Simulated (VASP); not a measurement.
Set up this calculation in VASP 6.6.1, as the native input.

```yaml
Task: relaxation of shape and atoms at fixed volume
Functional: r2SCAN
Potentials_or_basis: VASP PAW PBE potentials, release 64 (Au)
Cutoff: 550 eV
k_mesh: 18 × 18 × 10
Occupations: gaussian, width 0.1 eV
Spin: no spin polarisation
Dipole_correction: no
Further_INCAR_settings: ALGO = Normal; EDIFF = 1e-07; IBRION = 2; EDIFFG = -0.01; NSW = 50; ISIF = 4
```

Au:

```
Au
1.0
     2.83762    0.00000    0.00000
    -1.41881    2.45745    0.00000
     0.00000    0.00000    4.74416
Au
2
Direct
  0.33333 0.66667 0.75000
  0.66667 0.33333 0.25000
```

This isn't the form of Au at room conditions, which is fcc.

These files were run (other wordings do the same):

POSCAR

```
Au
1.0
    2.8376241153      0.0000000000      0.0000000000
   -1.4188120576      2.4574545702      0.0000000000
    0.0000000000      0.0000000000      4.7441584967
Au
2
Direct
    0.3333333333      0.6666666667      0.7500000000
    0.6666666667      0.3333333333      0.2500000000
```

INCAR.step1

```
PREC = Accurate
ENCUT = 550
ISMEAR = 0
SIGMA = 0.1
LREAL = False
LASPH = True
NELM = 120
GGA = PE
ALGO = Normal
EDIFF = 1E-5
LWAVE = True
LCHARG = False
GGA_COMPAT = False
IBRION = 2
ISIF = 3
EDIFFG = -0.005
NELMIN = 4
NSW = 100
```

INCAR.step2

```
PREC = Accurate
ENCUT = 550
EDIFF = 1E-7
ISMEAR = 0
SIGMA = 0.1
LREAL = False
LASPH = True
NELM = 120
ALGO = Normal
ISIF = 4
LWAVE = False
LCHARG = False
METAGGA = R2SCAN
LMIXTAU = True
IBRION = 2
NSW = 50
EDIFFG = -0.01
ISTART = 1
GGA_COMPAT = False
NELMIN = 4
```

KPOINTS

```
Automatic mesh
0
Gamma
  18 18 10
```

Potentials or basis: VASP PAW PBE potentials, release 64 (Au).

Launch:

```bash
$ cat potpaw_PBE.64/Au/POTCAR > POTCAR
$ cp INCAR.step1 INCAR
$ mpirun -np 1 vasp_std > vasp.out
$ cp INCAR.step2 INCAR
$ mpirun -np 1 vasp_std > vasp.out
```

Results of the run:

```json
{"Energy gained by relaxing": "0.1 meV/atom", "Ionic steps": "3", "Pressure after relaxing": "11.4 GPa", "Band gap on the k mesh": "zero (bands 11 and 12 overlap by 7.61 eV)"}
```

Caveat: the PAW data sets were made with another functional, which shifts forces and pressure a little; spin-orbit coupling is left out, which moves the levels of the heavy elements.

Wall time 8.2 min on 1 thread of Intel(R) Xeon(R) 6975P-C (Granite Rapids), with other jobs on the host, peak memory 0.24 GiB.
